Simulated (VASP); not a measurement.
# BN (klda) (F-43m) in VASP: vibrations by perturbation theory with LDA

Aim: the vibrations by perturbation theory of BN (klda) with LDA.

All numbers are computed with VASP 6.6.1; they aren't measurements. Logs are shortened: lines on timing, memory, paths and dates and some standing lists are left out, and cuts for length are marked.

## Step 1: The cell of the first run

It takes space group F-43m (No. 216, cubic). Conventional cell: a = 3.580 Å, b = 3.580 Å, c = 3.580 Å, α = 90.00°, β = 90.00°, γ = 90.00°. B (site symmetry -43m) has 4 N at 1.55 Å within 2.1 Å. Within 2.1 Å of N (site symmetry -43m) lie 4 B at 1.55 Å.

## Step 2: Vibrations by perturbation theory, LDA

INCAR

```
SYSTEM = BN
PREC = Accurate
ENCUT = 520
EDIFF = 1E-8
ISMEAR = 0
SIGMA = 0.01
LREAL = .FALSE.
LASPH = .TRUE.
NELM = 100
ALGO = Normal
ISIF = 2
LWAVE = .FALSE.
LCHARG = .FALSE.
GGA = CA
IBRION = 8
NSW = 1
LEPSILON = .TRUE.
```

KPOINTS

```
Automatic mesh
0
G
  12 12 12
  0 0 0
```

POSCAR

```
BN
1.0
    0.0000000000      1.7899407159      1.7899407159
    1.7899407159      0.0000000000      1.7899407159
    1.7899407159      1.7899407159      0.0000000000
B N
1 1
Direct
    0.0000000000      0.0000000000      0.0000000000
    0.2500000000      0.2500000000      0.2500000000
```

Potentials or basis: VASP PAW LDA potentials, release 64 (B, N).

The run is started by

```sh
$ cat potpaw_LDA.64/B/POTCAR potpaw_LDA.64/N/POTCAR > POTCAR
$ mpirun -np 1 vasp_std > vasp.out
```

OUTCAR:

```text
SYSTEM = BN
   PREC = Accurate
   ENCUT = 520
   EDIFF = 1E-8
   ISMEAR = 0
   LREAL = .FALSE.
   LASPH = .TRUE.
   NELM = 100
   ISIF = 2
   GGA = CA
   IBRION = 8
   NSW = 1
   LEPSILON = .TRUE.

 ion  position               nearest neighbor table
   1  0.000  0.000  0.000-   2 1.55   2 1.55   2 1.55   2 1.55
   2  0.250  0.250  0.250-   1 1.55   1 1.55   1 1.55   1 1.55

  LATTYP: Found a face centered cubic cell.
 ALAT       =     3.5798814318

  Lattice vectors:

 A1 = (   0.0000000000,   1.7899407159,   1.7899407159)
 A2 = (   1.7899407159,   0.0000000000,   1.7899407159)
 A3 = (   1.7899407159,   1.7899407159,   0.0000000000)

Analysis of symmetry for initial positions (statically):
=====================================================================
 Subroutine PRICEL returns:
 Original cell was already a primitive cell.

 Routine SETGRP: Setting up the symmetry group for a
 face centered cubic supercell.

 Subroutine GETGRP returns: Found 24 space group operations
 (whereof 24 operations were pure point group operations)
 out of a pool of 48 trial point group operations.

The static configuration has the point symmetry T_d .

Analysis of symmetry for dynamics (positions and initial velocities):
=====================================================================
 Subroutine PRICEL returns:
 Original cell was already a primitive cell.

 Routine SETGRP: Setting up the symmetry group for a
 face centered cubic supercell.

 Subroutine GETGRP returns: Found 24 space group operations
 (whereof 24 operations were pure point group operations)
 out of a pool of 48 trial point group operations.

The dynamic configuration has the point symmetry T_d .

 Subroutine INISYM returns: Found 24 space group operations
 (whereof 24 operations are pure point group operations),
 and found     1 'primitive' translations

[... 496 lines left out ...]
     0.00000 -2.92749  0.01029

 MACROSCOPIC STATIC DIELECTRIC TENSOR (including local field effects in DFT)
 ------------------------------------------------------
           4.563543     0.000000     0.000000
           0.000000     4.563543     0.000000
           0.000000     0.000000     4.563543
 ------------------------------------------------------

 PIEZOELECTRIC TENSOR (including local field effects)  for field in x, y, z        (e  Angst)
          XX          YY          ZZ          XY          YZ          ZX
  --------------------------------------------------------------------------------
  x    -0.00000     0.00000    -0.00000     0.00000    -0.73607     0.00000
  y    -0.00000     0.00000     0.00000     0.00000     0.00000    -0.73607
  z     0.00000    -0.00000    -0.00000    -0.73607     0.00000     0.00000

 PIEZOELECTRIC TENSOR (including local field effects)  for field in x, y, z        (C/m^2)
          XX          YY          ZZ          XY          YZ          ZX
  --------------------------------------------------------------------------------
  x    -0.00000     0.00000    -0.00000     0.00000    -1.02822     0.00000
  y    -0.00000     0.00000     0.00000     0.00000     0.00000    -1.02822
  z     0.00000    -0.00000    -0.00000    -1.02822     0.00000     0.00000

 BORN EFFECTIVE CHARGES (including local field effects) (in |e|, cummulative output)
 ---------------------------------------------------------------------------------
 ion    1
    1     1.87239     0.00000    -0.00000
    2     0.00000     1.87239    -0.00000
    3     0.00000    -0.00000     1.87239
 ion    2
    1    -1.87239    -0.00000     0.00000
    2    -0.00000    -1.87239     0.00000
    3     0.00000     0.00000    -1.87239

 INTERNAL STRAIN TENSOR FOR ION    2 for displacements in x,y,z  (eV/Angst):
          X           Y           Z          XY          YZ          ZX
  --------------------------------------------------------------------------------
  x     0.00000    -0.00000    -0.00000     0.00000    -2.92749     0.00000
  y     0.00000     0.00000     0.00000     0.00000     0.00000    -2.92749
  z    -0.00000    -0.00000     0.00000    -2.92749     0.00000     0.00000

 SECOND DERIVATIVES (NOT SYMMETRIZED)
 ------------------------------------
               1X          1Y          1Z          2X          2Y          2Z
  1X   -25.737061    0.000000    0.000000   25.737061    0.000000    0.000000
  1Y     0.000000  -25.737061    0.000000    0.000000   25.737061    0.000000
  1Z     0.000000    0.000000  -25.737061    0.000000    0.000000   25.737061
  2X    25.729211    0.000000    0.000000  -25.729211    0.000000    0.000000
  2Y     0.000000   25.729211    0.000000    0.000000  -25.729211    0.000000
  2Z     0.000000    0.000000   25.729211    0.000000    0.000000  -25.729211

 Eigenvectors and eigenvalues of the dynamical matrix
 ----------------------------------------------------

   1 f  =   32.108482 THz   201.743540 2PiTHz 1071.023661 cm-1   132.789950 meV
             X         Y         Z           dx          dy          dz
      0.000000  0.000000  0.000000     0.000000    0.751238    0.000000
      0.894970  0.894970  0.894970     0.000000   -0.660032    0.000000
[... 21 lines left out ...]
   6 f/i=    0.002428 THz     0.015257 2PiTHz    0.080995 cm-1     0.010042 meV
             X         Y         Z           dx          dy          dz
      0.000000  0.000000  0.000000     0.000000    0.000000   -0.660032
      0.894970  0.894970  0.894970     0.000000    0.000000   -0.751238

--------------------------------------------------------------------------------------------------------

 MACROSCOPIC STATIC DIELECTRIC TENSOR IONIC CONTRIBUTION
 ------------------------------------------------------
           2.149408     0.000000    -0.000000
           0.000000     2.149408    -0.000000
          -0.000000    -0.000000     2.149408
 ------------------------------------------------------

 ELASTIC MODULI CONTR FROM IONIC RELAXATION (kBar)
 Direction    XX          YY          ZZ          XY          YZ          ZX
 --------------------------------------------------------------------------------
 XX          -0.0000      0.0000      0.0000     -0.0000      0.0000     -0.0000
 YY           0.0000     -0.0000      0.0000     -0.0000     -0.0000      0.0000
 ZZ           0.0000      0.0000     -0.0000      0.0000     -0.0000      0.0000
 XY          -0.0000     -0.0000      0.0000    -43.6479      0.0000      0.0000
 YZ           0.0000     -0.0000     -0.0000      0.0000    -43.6479      0.0000
 ZX          -0.0000      0.0000      0.0000      0.0000      0.0000    -43.6479
 --------------------------------------------------------------------------------

 PIEZOELECTRIC TENSOR IONIC CONTR  for field in x, y, z        (C/m^2)
          XX          YY          ZZ          XY          YZ          ZX
  --------------------------------------------------------------------------------
  x    -0.00000     0.00000     0.00000    -0.00000     0.28821     0.00000
  y     0.00000    -0.00000    -0.00000    -0.00000     0.00000     0.28821
  z     0.00000     0.00000    -0.00000     0.28821     0.00000    -0.00000
```

OSZICAR:

```text
N       E                     dE             d eps       ncg     rms          rms(c)
DAV:   1     0.612593339229E+01    0.61259E+01   -0.53802E+03  1224   0.100E+03
DAV:   2    -0.204617336745E+02   -0.26588E+02   -0.25298E+02  1584   0.154E+02
DAV:   3    -0.205990969386E+02   -0.13736E+00   -0.13736E+00  1368   0.136E+01
DAV:   4    -0.205992134996E+02   -0.11656E-03   -0.11656E-03  1568   0.364E-01
[... 133 lines left out ...]
RMM:   7    -0.227182162200E+00    0.24523E-05    0.22842E-08  7482   0.498E-04    0.557E-05
RMM:   8    -0.227182341927E+00   -0.17973E-06   -0.34838E-09  7144   0.490E-05    0.230E-05
RMM:   9    -0.227182264070E+00    0.77858E-07   -0.53095E-09  7761   0.215E-05    0.926E-07
RMM:  10    -0.227182253987E+00    0.10082E-07   -0.66822E-10  5777   0.152E-06    0.425E-07
RMM:  11    -0.227182254933E+00   -0.94582E-09    0.30140E-11  4481   0.101E-06    0.216E-08
 Linear response finished
```

Run time: 86 s. Hardware: 1 thread of Intel Xeon Platinum 8488C (Sapphire Rapids), shared host; peak memory 0.17 GiB.

What came out:

- Electronic dielectric tensor (diagonal): 4.56
- Born charges (mean of the diagonal): B +1.87; N -1.87 e
- Highest phonon frequency at Γ, LO-TO splitting left out: 1071 cm⁻¹

Phonon frequencies in cm⁻¹ (negative: imaginary):
```
              q point           frequencies
(0.000, 0.000, 0.000)  0 0 0 1071 1071 1071
```

Electronic dielectric tensor:
```
4.56 0.00 0.00
0.00 4.56 0.00
0.00 0.00 4.56
```

Born effective charge tensors (e):
atom 1, B
```
1.87 0.00 0.00
0.00 1.87 0.00
0.00 0.00 1.87
```
atom 2, N
```
-1.87  0.00  0.00
 0.00 -1.87  0.00
 0.00  0.00 -1.87
```

Caveat: the cell wasn't relaxed at this level first, which shifts response properties.
